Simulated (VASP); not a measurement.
Set up this calculation in VASP 6.6.1, as the native input.

```yaml
Task: single point
Functional: PBEsol
Potentials_or_basis: VASP PAW PBE potentials, release 64 (Lu)
Cutoff: 520 eV
k_mesh: 6 × 6 × 3, shifted
Occupations: fermi-dirac, width 0.1 eV
Spin: no spin polarisation
Dipole_correction: no
k_mesh_for_the_DOS: 9 × 9 × 5
Occupations_for_the_DOS: tetrahedron
Further_INCAR_settings: ALGO = Fast; EDIFF = 1e-07
```

The system is Lu.

```
CELL_PARAMETERS angstrom
1.81221 3.10441 -0.03787
-1.82473 3.11164 -0.03993
0.00327 -0.07126 5.66910
ATOMIC_POSITIONS crystal
Lu 0.26002 0.42489 0.28100
Lu 0.63879 0.73447 0.77316
```

These files were run (other wordings do the same):

POSCAR

```
Lu
1.0
    1.8122057000      3.1044063300     -0.0378731800
   -1.8247349300      3.1116399500     -0.0399321400
    0.0032663800     -0.0712646300      5.6691012400
Lu
2
Direct
    0.2600170000      0.4248890000      0.2809990000
    0.6387860000      0.7344680000      0.7731560000
```

INCAR.step1

```
PREC = Accurate
ENCUT = 520
EDIFF = 1E-7
ISMEAR = -1
SIGMA = 0.1
LREAL = False
LASPH = True
NELM = 100
ALGO = Fast
ISIF = 2
LWAVE = False
LCHARG = True
GGA = PS
NBANDS = 32
```

KPOINTS.step1

```
Automatic mesh
0
Gamma
  6 6 3
  0.5 0 0
```

INCAR.step2

```
PREC = Accurate
ENCUT = 520
EDIFF = 1E-7
ISMEAR = -5
SIGMA = 0.1
LREAL = False
LASPH = True
NELM = 100
ALGO = Fast
ISIF = 2
LWAVE = False
LCHARG = False
GGA = PS
LORBIT = 11
NEDOS = 1001
ICHARG = 11
```

KPOINTS.step2

```
regular mesh
0
Gamma
  9 9 5
```

Potentials or basis: VASP PAW PBE potentials, release 64 (Lu).

Run with:

```sh
$ cat potpaw_PBE.64/Lu/POTCAR > POTCAR
$ cp INCAR.step1 INCAR
$ cp KPOINTS.step1 KPOINTS
$ mpirun -np 1 vasp_std > vasp.out
$ cp INCAR.step2 INCAR
$ cp KPOINTS.step2 KPOINTS
$ mpirun -np 1 vasp_std > vasp.out
```

Results of the run:

```yaml
Valence_electrons_inside_the_program's_atomic_spheres: Lu 23.05
```

Caveat: the k points lie up to 0.37 Å⁻¹ apart.

Wall time 13 min on 1 thread of Intel(R) Xeon(R) Platinum 8488C (Sapphire Rapids), on a shared host, peak memory 0.43 GiB.
